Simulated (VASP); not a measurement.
Runs of VASP 6.6.1 on Sc. The structure is that of space group P6_3/mmc (No. 194), or close to it. The cells are those of the table. 

```tsv
task	cell	k mesh	cutoff (eV)	gap on the mesh (eV)	pressure (GPa)
single point	a = 3.439, b = 3.439, c = 10.961 Å, angles 90.0, 90.0, 120.0°, 4 atoms	12 × 12 × 4	520	none	(a)
single point	a = 3.397, b = 3.397, c = 10.829 Å, angles 90.0, 90.0, 120.0°, 4 atoms	12 × 12 × 4	520	none	-3.4
single point	a = 3.311, b = 3.311, c = 10.555 Å, angles 90.0, 90.0, 120.0°, 4 atoms	14 × 14 × 4	520	none	0.0
relaxation of cell and atoms	relaxed from a = 3.282, b = 3.282, c = 10.720 Å, angles 90.0, 90.0, 120.0°, 4 atoms	11 × 11 × 3	600	none	0.0
```

Alike in all rows: level BLYP; potentials or basis VASP PAW PBE potentials, release 64 (Sc_sv); no spin polarisation; smearing fermi-dirac 0.1 eV.

Fill in the values left out.

(a) -4.6.

Caveats: the PAW data sets were made with another functional, which shifts forces and pressure a little; the cell stands under tension (at least some runs).

A gap of «none» marks levels without a gap at the run's occupations.
